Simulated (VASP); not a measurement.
Set up this calculation in VASP 6.6.1, as the native input.

- Task: single point
- Functional: r2SCAN
- Potentials or basis: VASP PAW PBE potentials, release 64 (Yb, Re)
- Cutoff: 520 eV
- k mesh: 10 × 10 × 10
- Occupations: gaussian, width 0.05 eV
- Spin: no spin polarisation
- Dipole correction: no
- Further INCAR settings: ALGO = Normal; EDIFF = 1e-06; NBANDS = 22

Crystal: YbRe.

```
Yb Re
1.0
     3.32739    0.00000    0.00000
     0.00000    3.32739    0.00000
     0.00000    0.00000    3.32739
Yb Re
1 1
Cartesian
  0.0000 0.0000 0.0000
  1.6637 1.6637 1.6637
```

These files were run (other wordings do the same):

POSCAR

```
YbRe
1.0
    3.3273886377      0.0000000000      0.0000000000
    0.0000000000      3.3273886377      0.0000000000
    0.0000000000      0.0000000000      3.3273886377
Yb Re
1 1
Direct
    0.0000000000      0.0000000000      0.0000000000
    0.5000000000      0.5000000000      0.5000000000
```

INCAR.step1

```
SYSTEM = YbRe
PREC = Accurate
ENCUT = 520
ISMEAR = 0
SIGMA = 0.05
LREAL = .FALSE.
LASPH = .TRUE.
NELM = 100
NBANDS = 22
GGA = PE
ALGO = Normal
EDIFF = 1E-4
LWAVE = .TRUE.
LCHARG = .FALSE.
```

INCAR.step2

```
SYSTEM = YbRe
PREC = Accurate
ENCUT = 520
EDIFF = 1E-6
ISMEAR = 0
SIGMA = 0.05
LREAL = .FALSE.
LASPH = .TRUE.
NELM = 100
ALGO = Normal
ISIF = 2
LWAVE = .FALSE.
LCHARG = .FALSE.
METAGGA = R2SCAN
LMIXTAU = .TRUE.
NBANDS = 22
ISTART = 1
```

KPOINTS

```
regular mesh
0
G
  10 10 10
  0 0 0
```

Potentials or basis: VASP PAW PBE potentials, release 64 (Yb, Re).

Command:

```bash
$ cat potpaw_PBE.64/Yb/POTCAR potpaw_PBE.64/Re/POTCAR > POTCAR
$ cp INCAR.step1 INCAR
$ mpirun -np 1 vasp_std > vasp.out
$ cp INCAR.step2 INCAR
$ mpirun -np 1 vasp_std > vasp.out
```

Results of the run:

* Pressure: 2.9 GPa
* Band gap on the k mesh: zero (an odd number of electrons rules out a gap without spin polarisation)

Caveat: the PAW data sets were made with another functional, which shifts forces and pressure a little; spin-orbit coupling is left out, which moves the levels of the heavy elements.

It took 3.7 min on 1 thread of AMD EPYC 9R45 96-Core Processor (Zen 5), with other jobs on the host, peak memory 0.19 GiB.
